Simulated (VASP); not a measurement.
# Mg2Si (Fm-3m) in VASP: elastic constants with LDA

Aim: the elastic constants of Mg2Si with LDA.

Program: VASP 6.6.1. These are calculated values, not measurements. Logs are shortened: lines on timing, memory, paths and dates and some standing lists are left out, and cuts for length are marked.

## 1. The cell of the first run

Symmetry: Fm-3m, No. 225, cubic system. Conventional cell: a = 6.195 Å, b = 6.195 Å, c = 6.195 Å, α = 90.00°, β = 90.00°, γ = 90.00°. Mg (site symmetry -43m) has 4 Si at 2.68 Å and 6 Mg at 3.10 Å within 3.5 Å. Si (site symmetry m-3m) has 8 Mg at 2.68 Å within 3.5 Å.

## 2. Elastic constants, LDA

Input file INCAR:

```
PREC = Accurate
ENCUT = 600
EDIFF = 1E-8
ISMEAR = -1
SIGMA = 0.1
LREAL = F
LASPH = T
NELM = 120
ALGO = Normal
ISIF = 3
LWAVE = F
LCHARG = F
GGA = CA
NBANDS = 11
IBRION = 6
NFREE = 2
POTIM = 0.015
NSW = 1
GGA_COMPAT = F
```

Input file KPOINTS:

```
regular mesh
0
Gamma
  12 12 12
```

Input file POSCAR:

```
Mg2Si
1.0
    0.0000000000      3.0972902325      3.0972902325
    3.0972902325      0.0000000000      3.0972902325
    3.0972902325      3.0972902325      0.0000000000
Mg Si
2 1
Direct
    0.2500000000      0.2500000000      0.2500000000
    0.7500000000      0.7500000000      0.7500000000
    0.0000000000      0.0000000000      0.0000000000
```

Potentials or basis: VASP PAW LDA potentials, release 64 (Mg, Si).

Launch:

```sh
$ cat potpaw_LDA.64/Mg/POTCAR potpaw_LDA.64/Si/POTCAR > POTCAR
$ mpirun -np 1 vasp_std > vasp.out
```

OUTCAR:

```text
PREC = Accurate
   ENCUT = 600
   EDIFF = 1E-8
   ISMEAR = -1
   LREAL = F
   LASPH = T
   NELM = 120
   ISIF = 3
   GGA = CA
   IBRION = 6
   NFREE = 2
   POTIM = 0.015
   NSW = 1

 ion  position               nearest neighbor table
   1  0.250  0.250  0.250-   3 2.68   3 2.68   3 2.68   3 2.68   2 3.10   2 3.10   2 3.10   2 3.10
                             2 3.10   2 3.10
   2  0.750  0.750  0.750-   3 2.68   3 2.68   3 2.68   3 2.68   1 3.10   1 3.10   1 3.10   1 3.10
                             1 3.10   1 3.10
   3  0.000  0.000  0.000-   2 2.68   2 2.68   2 2.68   1 2.68   1 2.68   1 2.68   2 2.68   1 2.68

  LATTYP: Found a face centered cubic cell.
 ALAT       =     6.1945804650

  Lattice vectors:

 A1 = (   0.0000000000,   3.0972902325,   3.0972902325)
 A2 = (   3.0972902325,   0.0000000000,   3.0972902325)
 A3 = (   3.0972902325,   3.0972902325,   0.0000000000)

Analysis of symmetry for initial positions (statically):
=====================================================================
 Subroutine PRICEL returns:
 Original cell was already a primitive cell.

 Routine SETGRP: Setting up the symmetry group for a
 face centered cubic supercell.

 Subroutine GETGRP returns: Found 48 space group operations
 (whereof 48 operations were pure point group operations)
 out of a pool of 48 trial point group operations.

The static configuration has the point symmetry O_h .

Analysis of symmetry for dynamics (positions and initial velocities):
=====================================================================
 Subroutine PRICEL returns:
 Original cell was already a primitive cell.

 Routine SETGRP: Setting up the symmetry group for a
 face centered cubic supercell.

 Subroutine GETGRP returns: Found 48 space group operations
 (whereof 48 operations were pure point group operations)
 out of a pool of 48 trial point group operations.

The dynamic configuration has the point symmetry O_h .

 Subroutine INISYM returns: Found 48 space group operations
 (whereof 48 operations are pure point group operations),
 and found     1 'primitive' translations

----------------------------------------------------------------------------------------

                                     Primitive cell

  volume of cell :      59.4259

  direct lattice vectors                    reciprocal lattice vectors
     0.000000000  3.097290232  3.097290232    -0.161431433  0.161431433  0.161431433
     3.097290232  0.000000000  3.097290232     0.161431433 -0.161431433  0.161431433
     3.097290232  3.097290232  0.000000000     0.161431433  0.161431433 -0.161431433

  length of vectors
     4.380229853  4.380229853  4.380229853     0.279607444  0.279607444  0.279607444

  position of ions in fractional coordinates (direct lattice)
     0.250000000  0.250000000  0.250000000
     0.750000000  0.750000000  0.750000000
     0.000000000  0.000000000  0.000000000

  ion indices of the primitive-cell ions
   primitive index   ion index
                 1           1
                 2           2
                 3           3

----------------------------------------------------------------------------------------

 KPOINTS: regular mesh

Automatic generation of k-mesh.
 Grid dimensions read from file:
 generate k-points for:   12   12   12

 Generating k-lattice:

  Cartesian coordinates                     Fractional coordinates (reciprocal lattice)
    -0.013452619  0.013452619  0.013452619     0.083333333  0.000000000  0.000000000
     0.013452619 -0.013452619  0.013452619     0.000000000  0.083333333  0.000000000
     0.013452619  0.013452619 -0.013452619     0.000000000  0.000000000  0.083333333

  Length of vectors
     0.023300620  0.023300620  0.023300620

  Shift w.r.t. Gamma in fractional coordinates (k-lattice)
     0.000000000  0.000000000  0.000000000

 Subroutine IBZKPT returns following result:
 ===========================================

 Found     72 irreducible k-points:

 Following reciprocal coordinates:
            Coordinates               Weight
  0.000000  0.000000  0.000000      1.000000
  0.083333  0.000000  0.000000      8.000000
  0.166667  0.000000  0.000000      8.000000
  0.250000  0.000000  0.000000      8.000000
[... 64 lines left out ...]
   GGA     = CA    functional components
   LHFCALC =     F    Hartree Fock is set to
   AEXX    =    0.0000 exact exchange contribution
   IVDW    =     0    specifies the selected vdW correction
   LEPSILON=     F    determine dielectric tensor
   LRPA    =     F    only Hartree local field effects (RPA)
 finite differences with symmetry
 non-spin polarized calculation
  energy-cutoff  :      600.00
  volume of cell :       59.43
 maximum number of plane-waves:      2012
   NGX = 17   NGY = 17   NGZ = 17

--------------------------------------- Ionic step        1  -------------------------------------------

 number of electron       8.0000000 magnetization

 Free energy of the ion-electron system (eV)
  ---------------------------------------------------
  ext. energy  EPLUGINS =         0.00000000
  ---------------------------------------------------
  free energy    TOTEN  =       -10.12744975 eV

  energy without entropy =      -10.12139489  energy(sigma->0) =      -10.12442232

------------------------ aborting loop because EDIFF is reached ----------------------------------------

  FORCE on cell =-STRESS in cart. coord.  units (eV):
  Direction    XX          YY          ZZ          XY          YZ          ZX
  --------------------------------------------------------------------------------------
  -------------------------------------------------------------------------------------
  Total        0.6283209      0.6283209      0.6283209      0.0000000      0.0000000     -0.0000000
  in kB       16.9401151     16.9401151     16.9401151      0.0000000      0.0000000     -0.0000000
  external PRESSURE =      16.9401151 kB  Pullay stress =       0.0000000 kB
[... 92 lines left out ...]
  FREE ENERGIE OF THE ION-ELECTRON SYSTEM (eV)
  ---------------------------------------------------
  free  energy   TOTEN  =       -10.1123801463 eV

  energy  without entropy=      -10.1061255664  energy(sigma->0) =      -10.10925286

[... ionic steps 4 to 14 ...]

--------------------------------------- Ionic step       15  -------------------------------------------

 number of electron       8.0000000 magnetization

------------------------ aborting loop because EDIFF is reached ----------------------------------------
[... 69 lines left out ...]
--------------------------------------- Ionic step       17  -------------------------------------------

 number of electron       8.0000000 magnetization

 Free energy of the ion-electron system (eV)
  ---------------------------------------------------
  ext. energy  EPLUGINS =         0.00000000
  ---------------------------------------------------
  free energy    TOTEN  =       -10.12676476 eV

  energy without entropy =      -10.12070885  energy(sigma->0) =      -10.12373680

 E-fermi :   4.0666     XC(G=0):  -9.2444

 val. band max:        4.0338101472   @ k =   0.0000   0.5000   0.5000
 cond. band min:       4.2204447810   @ k =   0.4167   0.4167   0.0000
 fundamental gap:      0.1866346338
 Fermi energy:         4.0665533391

 k-point     1 :       0.0000    0.0000    0.0000
  band No.  band energies     occupation
      1      -5.4936      2.00000
      2       3.9567      1.49991
      3       3.9567      1.49991
      4       3.9572      1.49820
      5       6.1580      0.00000
      6       6.5718      0.00000
      7       6.5721      0.00000
      8       6.5721      0.00000
      9       9.6785      0.00000
     10       9.6789      0.00000
     11      10.9338      0.00000
[... 309 lines left out ...]
 k-point    24 :      -0.4167    0.1667    0.0000
  band No.  band energies     occupation
      1      -3.7740      2.00000
      2      -0.7827      2.00000
      3       1.7609      2.00000
      4       2.9063      1.99998
      5       5.5811      0.00000
      6       7.1753      0.00000
      7       7.3591      0.00000
      8       9.7234      0.00000
      9      10.5947      0.00000
     10      11.0024      0.00000
     11      11.9245      0.00000

 [... further k-points ...]

------------------------ aborting loop because EDIFF is reached ----------------------------------------

  FORCE on cell =-STRESS in cart. coord.  units (eV):
  Direction    XX          YY          ZZ          XY          YZ          ZX
  --------------------------------------------------------------------------------------
  -------------------------------------------------------------------------------------
  Total        0.6287119      0.6304485      0.6304485      0.0000000      0.0000000      0.0000000
  in kB       16.9506574     16.9974770     16.9974770      0.0000000      0.0000000      0.0000000
  external PRESSURE =      16.9818705 kB  Pullay stress =       0.0000000 kB
[... 18 lines left out ...]
  FREE ENERGIE OF THE ION-ELECTRON SYSTEM (eV)
  ---------------------------------------------------
  free  energy   TOTEN  =       -10.1267647600 eV

  energy  without entropy=      -10.1207088464  energy(sigma->0) =      -10.12373680

 INTERNAL STRAIN TENSORS FROM STRAINED CELLS
 ============================================

 INTERNAL STRAIN TENSOR FOR ION    1 for displacements in x,y,z  (eV/Angst):
          X           Y           Z          XY          YZ          ZX
  --------------------------------------------------------------------------------
  x     0.00000     0.00000     0.00000    -0.00000    -2.67292    -0.00000
  y    -0.00000     0.00000     0.00000    -0.00000     0.00000    -2.67311
  z    -0.00000    -0.00000    -0.00000    -2.67310     0.00000     0.00000

 INTERNAL STRAIN TENSORS FROM DISPLACED ATOMS
 ============================================

 INTERNAL STRAIN TENSOR FOR ION    1 for displacements in x,y,z  (eV/Angst):
          X           Y           Z          XY          YZ          ZX
  --------------------------------------------------------------------------------
  x     0.00000     0.00000     0.00000     0.00000    -2.65996     0.00000
  y    -0.00000    -0.00000    -0.00000     0.00000     0.00000    -2.65996
  z     0.00000     0.00000     0.00000    -2.65996     0.00000     0.00000

 INTERNAL STRAIN TENSOR FOR ION    3 for displacements in x,y,z  (eV/Angst):
          X           Y           Z          XY          YZ          ZX
  --------------------------------------------------------------------------------
  x     0.00000     0.00000     0.00000     0.00000     0.00000     0.00000
  y     0.00000     0.00000     0.00000     0.00000     0.00000     0.00000
  z     0.00000     0.00000     0.00000     0.00000     0.00000     0.00000

 Eigenvectors and eigenvalues of the dynamical matrix
 ----------------------------------------------------

   1 f  =    9.142829 THz    57.446087 2PiTHz  304.971941 cm-1    37.811685 meV
             X         Y         Z           dx          dy          dz
      1.548645  1.548645  1.548645     0.000000    0.000000   -0.427910
      4.645935  4.645935  4.645935     0.000000    0.000000   -0.427910
      0.000000  0.000000  0.000000     0.000000    0.000000    0.796106
[... 43 lines left out ...]
   9 f/i=    0.000225 THz     0.001415 2PiTHz    0.007510 cm-1     0.000931 meV
             X         Y         Z           dx          dy          dz
      1.548645  1.548645  1.548645    -0.233754   -0.512105    0.000000
      4.645935  4.645935  4.645935    -0.233754   -0.512105   -0.000000
      0.000000  0.000000  0.000000    -0.251288   -0.550517    0.000000

--------------------------------------------------------------------------------------------------------

 ELASTIC MODULI CONTR FROM IONIC RELAXATION (kBar)
 Direction    XX          YY          ZZ          XY          YZ          ZX
 --------------------------------------------------------------------------------
 XX          -0.0000     -0.0000     -0.0000      0.0000      0.0000     -0.0000
 YY          -0.0000     -0.0000     -0.0000      0.0000      0.0000     -0.0000
 ZZ          -0.0000     -0.0000     -0.0000      0.0000      0.0000     -0.0000
 XY           0.0000      0.0000      0.0000    -57.1231      0.0000      0.0000
 YZ           0.0000      0.0000      0.0000      0.0000    -57.1231      0.0000
 ZX          -0.0000     -0.0000     -0.0000      0.0000      0.0000    -57.1231
 --------------------------------------------------------------------------------

 TOTAL ELASTIC MODULI (kBar)
 Direction    XX          YY          ZZ          XY          YZ          ZX
 --------------------------------------------------------------------------------
 XX        1310.3215    322.7500    322.7500      0.0000      0.0000     -0.0000
 YY         322.7500   1310.3215    322.7500      0.0000      0.0000     -0.0000
 ZZ         322.7500    322.7500   1310.3215      0.0000      0.0000     -0.0000
 XY           0.0000      0.0000      0.0000    498.0085      0.0000      0.0000
 YZ           0.0000      0.0000      0.0000      0.0000    498.0085      0.0000
 ZX          -0.0000     -0.0000     -0.0000      0.0000      0.0000    498.0085
 --------------------------------------------------------------------------------
```

Run time: 45 min. Hardware: 1 thread of Oxide Virtual Turin-like, shared host; peak memory 0.67 GiB.

Results:

```
Elastic constants C11, C12, C44 : 131, 32, 50 GPa
Voigt bulk modulus              : 65 GPa
Highest phonon frequency at Γ   : 305 cm⁻¹
```

Phonon frequencies in cm⁻¹ (negative: imaginary):
```tsv
q point	frequencies
(0.000, 0.000, 0.000)	0 0 0 273 273 273 305 305 305
```

Elastic tensor in Voigt notation (GPa, in the Cartesian axes of the cell as first typed):
```
131  32  32   0   0   0
 32 131  32   0   0   0
 32  32 131   0   0   0
  0   0   0  50   0   0
  0   0   0   0  50   0
  0   0   0   0   0  50
```

Clamped-ion elastic tensor (GPa):
```
131  32  32   0   0   0
 32 131  32   0   0   0
 32  32 131   0   0   0
  0   0   0  56   0   0
  0   0   0   0  56   0
  0   0   0   0   0  56
```

Caveat: the cell is under stress, which shifts elastic constants.
